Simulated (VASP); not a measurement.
Input of a VASP 6.6.1 run:

INCAR

```
PREC     = Accurate       # precision mode
ENCUT    = 600            # plane-wave cutoff, eV
EDIFF    = 1E-6           # SCF threshold, eV
ISMEAR   = -1             # smearing method
SIGMA    = 0.05           # smearing width, eV
LREAL    = F              # projectors in reciprocal space
LASPH    = T              # aspherical terms in the spheres
NELM     = 120            # most SCF steps
ALGO     = Normal         # electronic algorithm
ISIF     = 2              # what is computed and relaxed
LWAVE    = F              # write WAVECAR
LCHARG   = F              # write CHGCAR
GGA      = PE             # functional
NBANDS   = 12             # bands
GGA_COMPAT= F
```

Contents of KPOINTS:

```
regular mesh
0
Gamma
  11 11 11
```

Contents of POSCAR:

```
Cu
1.0
    0.0000000000      1.8487274876      1.8487274876
    1.8487274876      0.0000000000      1.8487274876
    1.8487274876      1.8487274876      0.0000000000
Cu
1
Direct
    0.0000000000      0.0000000000      0.0000000000
```

Potentials or basis: VASP PAW PBE potentials, release 64 (Cu).

Run with:

```sh
$ cat potpaw_PBE.64/Cu/POTCAR > POTCAR
$ mpirun -np 1 vasp_std > vasp.out
```

Q: Predict the pressure.

A: -6.5 GPa.
